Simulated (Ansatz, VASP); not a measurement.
## Ca in VASP and in Ansatz

The input INCAR:

```
PREC = Accurate
ENCUT = 520
EDIFF = 1E-6
ISMEAR = -1
SIGMA = 0.05
LREAL = False
LASPH = True
NELM = 80
ALGO = Fast
ISIF = 2
LWAVE = False
LCHARG = False
NBANDS = 11
```

Contents of KPOINTS:

```
regular mesh
0
Gamma
  8 8 8
```

The input POSCAR:

```
Ca
1.0
    0.0000000000      2.8309700062      2.8309700062
    2.8309700062      0.0000000000      2.8309700062
    2.8309700062      2.8309700062      0.0000000000
Ca
1
Direct
    0.0000000000      0.0000000000      0.0000000000
```

Contents of input.yaml:

```yaml
crystal:
  lattice:
    - [0.0, 2.8309700062, 2.8309700062]
    - [2.8309700062, 0.0, 2.8309700062]
    - [2.8309700062, 2.8309700062, 0.0]
  atoms:
    - { symbol: Ca, position: [0.0, 0.0, 0.0] }
kpoints:
  mp_grid: { grid: [8, 8, 8] }
scf:
  occupations: { method: fermi_dirac, width: 0.05 }
hamiltonian:
  xc: lda
  pseudopotentials: { kind: all_electron, lapw: { basis_error: 0.001 } }
output:
  forces: true
  stress: true
  eigenvalues: true
```

Change from the starting cell: volume scaled by 1.04.

Alike in both runs: task single point; functional LDA; k mesh 8 × 8 × 8; occupations fermi-dirac, width 0.05 eV; no spin polarisation.

|  | VASP | Ansatz |
| --- | --- | --- |
| version | VASP 6.6.1 | Ansatz 0.2.0 |
| potentials or method | VASP PAW LDA potentials, release 64 (Ca_sv), cutoff 520 eV | all-electron LAPW, scalar-relativistic |

|  | VASP | Ansatz | Ansatz less VASP |
| --- | --- | --- | --- |
| gap on the k mesh at the Fermi level (eV) | none | none | - |
| pressure (GPa) | -2.6 | -2.6 | 0.00 |

LDA's correlation is that of Perdew and Zunger in VASP and of Perdew and Wang (1992) in Ansatz. A gap of «none» marks a metal or a gap that the smearing closes. Ansatz ran all-electron here, and VASP with PAW potentials.
